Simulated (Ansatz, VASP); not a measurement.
## One calculation of Cu, two programs

```
Cu
1.0
     2.58974    0.00000    0.00000
    -1.29487    2.24278    0.00000
     0.00000    0.00000    8.45598
Cu
4
Cartesian
  0.0000 0.0000 0.0000
  0.0000 0.0000 4.2280
  0.0000 1.4952 2.1140
  1.2949 0.7476 6.3420
```

Alike in both runs: task single point; functional revPBE; k mesh 16 × 16 × 5; occupations fermi-dirac, width 0.1 eV; no spin polarisation.

|  | VASP | Ansatz |
| --- | --- | --- |
| version | VASP 6.6.1 | Ansatz 0.2.0 |
| potentials or method | VASP PAW PBE potentials, release 64 (Cu), cutoff 520 eV | plane waves (420 eV) with PAW, scalar-relativistic |
| valence electrons in the cell | 44 | 76 |

|  | VASP | Ansatz | Ansatz less VASP |
| --- | --- | --- | --- |
| pressure (GPa) | 0.7 | 0.0 | -0.67 |
| traceless stress, the component that is largest in VASP (GPa) | 0.04 | 0.06 | +0.020 |

VASP's potentials were made for PBE, not for revPBE. VASP's potentials hold 44 valence electrons a cell and Ansatz's 76, so a difference there can come from the potentials and not from the codes.
